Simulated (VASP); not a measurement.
The system is Hf.

```
CELL_PARAMETERS angstrom
3.13144 0.00000 0.00000
-1.56572 2.71191 0.00000
0.00000 0.00000 4.95455
ATOMIC_POSITIONS crystal
Hf 0.66667 0.33333 0.75000
Hf 0.33333 0.66667 0.25000
```

This cell differs from its parent crystal: volume scaled by 0.94.

Base run:

| Item | Value |
| --- | --- |
| Program | VASP 6.6.1 |
| Functional | PBE |
| Potentials or basis | VASP PAW PBE potentials, release 64 (Hf_pv) |
| Cutoff | 520 eV |
| k mesh | 10 × 10 × 5 |
| Occupations | fermi-dirac, width 0.05 eV |
| Spin | no spin polarisation |

Its results: band gap on the k mesh zero (band 10 reaches 6.55 eV, above the bottom of band 11 at 5.00 eV); pressure 7.6 GPa.

Question: The run is repeated on the same cell with these changes: functional from PBE to r2SCAN; further incar settings from ALGO = Normal; EDIFF = 1e-06; NBANDS = 17 to ALGO = Normal; EDIFF = 1e-07; NBANDS = 17. What comes out?

Answer: Band gap on the k mesh zero (band 10 reaches 6.61 eV, above the bottom of band 11 at 4.90 eV); pressure 6.6 GPa.

Caveats: spin-orbit coupling is left out, which moves the levels of the heavy elements; the PAW data sets were made with another functional, which shifts forces and pressure a little (some runs).
